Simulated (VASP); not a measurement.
Here is a VASP 6.6.1 calculation.

The input INCAR:

```
ALGO = Normal
EDIFF = 1E-6
ENCUT = 520
GGA = PS
ISIF = 2
ISMEAR = -1
LASPH = T
LCHARG = T
LELF = T
LREAL = F
LVHAR = T
LWAVE = F
NBANDS = 16
NELM = 80
PREC = Accurate
SIGMA = 0.1
```

The input KPOINTS:

```
k-points
0
Gamma
  7 7 7
```

File POSCAR:

```
K
1.0
    0.0000000000      4.8952044321      4.8952044321
    4.8952044321      0.0000000000      4.8952044321
    4.8952044321      4.8952044321      0.0000000000
K
2
Direct
    0.1250000000      0.1250000000      0.1250000000
    0.8750000000      0.8750000000      0.8750000000
```

Potentials or basis: VASP PAW PBE potentials, release 64 (K_sv).

Launch:

```bash
$ cat potpaw_PBE.64/K_sv/POTCAR > POTCAR
$ mpirun -np 1 vasp_std > vasp.out
```

(1) Estimate the pressure.

(2) Estimate the band gap on the k mesh.

## Answers

(1) -0.1 GPa.

(2) zero (bands 9 and 10 overlap by 0.03 eV).

Caveat: the PAW data sets were made with another functional, which shifts forces and pressure a little.
